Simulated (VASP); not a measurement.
Write the native input for VASP 6.6.1 that does the following.

- Task: single point
- Functional: PBEsol
- Potentials or basis: VASP PAW PBE potentials, release 64 (K_sv, Cl)
- Cutoff: 520 eV
- k mesh: 4 × 3 × 4
- Occupations: fermi-dirac, width 0.1 eV
- Spin: no spin polarisation
- Dipole correction: no
- Further INCAR settings: ALGO = Normal; EDIFF = 1e-06; NBANDS = 48

The structure of KCl4 lies in POSCAR:

```
KCl4
1.0
    4.7067269260      0.0000000000     -0.1553106849
    0.0000000000      8.1493983594      0.0000000000
   -1.6492672182      0.0000000000      7.6708573588
K Cl
2 8
Direct
    0.5000000000      0.3064428731      0.2500000000
    0.5000000000      0.6935571269      0.7500000000
    0.1016235098      0.6308769001      0.0189371343
    0.8983764902      0.6308769001      0.4810628657
    0.8983764902      0.3691230999      0.9810628657
    0.1016235098      0.3691230999      0.5189371343
    0.2535586274     -0.0130162652      0.0065813673
    0.7464413726     -0.0130162652      0.4934186327
    0.7464413726      1.0130162652      0.9934186327
    0.2535586274      1.0130162652      0.5065813673
```

One way to write it, as run:

INCAR

```
  ALGO = Normal
  EDIFF = 1E-6
  ENCUT = 520
  GGA = PS
  ISIF = 2
  ISMEAR = -1
  LASPH = True
  LCHARG = True
  LELF = True
  LREAL = False
  LVHAR = True
  LWAVE = False
  NBANDS = 48
  NELM = 100
  PREC = Accurate
  SIGMA = 0.1
```

KPOINTS

```
k-points
0
Gamma
  4 3 4
```

Potentials or basis: VASP PAW PBE potentials, release 64 (K_sv, Cl).

Run with:

```sh
$ cat potpaw_PBE.64/K_sv/POTCAR potpaw_PBE.64/Cl/POTCAR > POTCAR
$ mpirun -np 1 vasp_std > vasp.out
```

It gave:

| Quantity | Value |
| --- | --- |
| Pressure | 0.0 GPa |
| Largest force | 0.019 eV/Å |
| Band gap on the k mesh | zero (bands 37 and 38 overlap by 2.23 eV) |

Caveat: the PAW data sets were made with another functional, which shifts forces and pressure a little.

Wall time 3.1 min on 1 thread of Intel(R) Xeon(R) 6975P-C (Granite Rapids), on a shared host, peak memory 0.46 GiB.
